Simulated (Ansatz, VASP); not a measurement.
**CdSe: VASP beside Ansatz**

Contents of POSCAR:

```
CdSe
1.0
    0.0000000000      3.0677809644      3.0677809644
    3.2515410441      0.0000000000      3.0677809644
    3.2515410441      3.0677809644      0.0000000000
Cd Se
1 1
Direct
    0.0000000000      0.0000000000      0.0000000000
    0.2500000000      0.2500000000      0.2500000000
```

File INCAR.step1:

```
  PREC = Accurate
  ENCUT = 520
  ISMEAR = 0
  SIGMA = 0.01
  LREAL = False
  LASPH = True
  NELM = 100
  NBANDS = 16
  GGA = PE
  ALGO = Normal
  EDIFF = 1E-4
  LWAVE = True
  LCHARG = False
```

File INCAR.step2:

```
  PREC = Accurate
  ENCUT = 520
  EDIFF = 1E-6
  ISMEAR = 0
  SIGMA = 0.01
  LREAL = False
  LASPH = True
  NELM = 100
  ALGO = Normal
  ISIF = 2
  LWAVE = False
  LCHARG = False
  METAGGA = R2SCAN
  LMIXTAU = True
  NBANDS = 16
  ISTART = 1
```

The input KPOINTS:

```
regular mesh
0
Gamma
  8 8 8
```

Input for Ansatz:

```yaml
crystal:
  lattice:
    - [0.0, 3.0677809644, 3.0677809644]
    - [3.2515410441, 0.0, 3.0677809644]
    - [3.2515410441, 3.0677809644, 0.0]
  atoms:
    - { symbol: Cd, position: [0.0, 0.0, 0.0] }
    - { symbol: Se, position: [0.25, 0.25, 0.25] }
kpoints:
  mp_grid: { grid: [8, 8, 8] }
  band_path:
    path:
      - [0.0, 0.0, 0.0]
      - [-0.5, -0.5, 0.0]
      - [-0.375, -0.375, 0.25]
      - [-0.375, 0.0, 0.375]
      - [0.0, 0.0, 0.5]
      - [-0.5, -0.25, 0.25]
    npoints: 1
hamiltonian:
  xc: r2scan
scf:
  occupations: { method: fixed }
  n_extra_bands: 4
output:
  forces: true
  stress: true
  eigenvalues: true
```

Change from the starting cell: uniaxial_x strain +6.0%.

Alike in both runs: task single point; functional r2SCAN; k mesh 8 × 8 × 8; no spin polarisation.

|  | VASP | Ansatz |
| --- | --- | --- |
| version | VASP 6.6.1 | Ansatz 0.2.0 |
| potentials or method | VASP PAW PBE potentials, release 64 (Cd, Se) | plane waves, PAW |
| plane-wave cutoff (eV) | 520 | 500 |
| occupations | gaussian, width 0.01 eV | fixed |
| valence electrons in the cell | 18 | 36 |

|  | VASP | Ansatz | Ansatz less VASP |
| --- | --- | --- | --- |
| gap on the k mesh at the Fermi level (eV) | 0.82 | 0.83 | +0.011 |
| pressure (GPa) | -2.5 | -2.7 | -0.18 |
| traceless stress, the component that is largest in VASP (GPa) | -0.85 | -0.86 | -0.007 |

VASP's potentials were made for PBE, not for r2SCAN. VASP's potentials hold 18 valence electrons a cell and Ansatz's 36, so a difference there can come from the potentials and not from the codes.
